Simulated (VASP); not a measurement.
**Zn: single point with PBE**

The system is Zn.

```
CELL_PARAMETERS angstrom
-1.91242 1.91242 1.66530
1.91242 -1.91242 1.66530
1.91242 1.91242 -1.66530
ATOMIC_POSITIONS crystal
Zn 0.00000 0.00000 0.00000
```

This cell differs from its parent crystal: Hg replaced by Zn, lengths x 0.955, strained.

| Item | Value |
| --- | --- |
| Program | VASP 6.6.1 |
| Task | single point |
| Functional | PBE |
| Potentials or basis | VASP PAW PBE potentials, release 64 (Zn) |
| Cutoff | 500 eV |
| k mesh | 16 × 16 × 16 |
| Occupations | gaussian, width 0.1 eV |
| Spin | no spin polarisation |

| Item | Value |
| --- | --- |
| Pressure | -7.3 GPa |
| Band gap on the k mesh | zero (band 6 reaches 3.04 eV, above the bottom of band 7 at -0.90 eV) |

Stress tensor (GPa, compression positive):
```
-7.05  0.00  0.00
 0.00 -7.05  0.00
 0.00  0.00 -7.75
```

Levels at points of the mesh, in eV from the Fermi level:
```tsv
k point	band 4	band 5	band 6	band 7	band 8	band 9
(0.00, 0.00, 0.00)	-6.67	-6.58	-6.47	12.17	12.17	13.89
(0.50, 0.00, 0.00)	-6.43	-6.37	-1.00	-0.72	7.79	9.09
(0.50, 0.50, 0.00)	-6.53	-6.38	-2.05	-1.23	9.83	11.72
(0.50, 0.50, 0.50)	-6.41	-6.38	2.71	2.78	2.78	5.82
```

Wall time 66 s on 1 thread of Intel Xeon 8259CL, with other jobs on the host, peak memory 0.21 GiB.

Caveat: the cell differs from its parent crystal (Hg replaced by Zn, lengths x 0.955, strained).
